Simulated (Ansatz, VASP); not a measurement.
## W3C2: VASP beside Ansatz

```
W C
1.0
     3.95967    0.00000    0.00000
     0.00000    3.95967    0.00000
     0.00000    0.00000    4.99479
W C
3 2
Direct
  0.50000 0.50000 0.23938
  0.50000 0.50000 0.76062
  0.00000 0.00000 0.50000
  0.00000 0.50000 0.50000
  0.50000 0.00000 0.50000
```

Alike in both runs: task relaxation of cell and atoms; functional PBE; k mesh 10 × 10 × 8; occupations gaussian, width 0.1 eV; no spin polarisation.

|  | VASP | Ansatz |
| --- | --- | --- |
| version | VASP 6.6.1 | Ansatz 0.2.0 |
| potentials or method | VASP PAW PBE potentials, release 64 (W_sv, C), cutoff 600 eV | scalar-relativistic, plane waves, PAW |
| valence electrons in the cell | 50 | 50 |

Ansatz gave:

| Quantity | Value |
| --- | --- |
| gap on the k mesh at the Fermi level, each at its own relaxed structure (eV) | none |
| relaxed volume (Å³/atom) | 15.60 |
| relaxed cell length with the largest relative difference (Å) | 4.979 |

Q: Which values does VASP return?

A: gap on the k mesh at the Fermi level, each at its own relaxed structure (eV): none; relaxed volume (Å³/atom): 15.65; relaxed cell length with the largest relative difference (Å): 4.990.

A gap of «none» marks a metal or a gap that the smearing closes.

Neither program's run includes spin-orbit coupling.
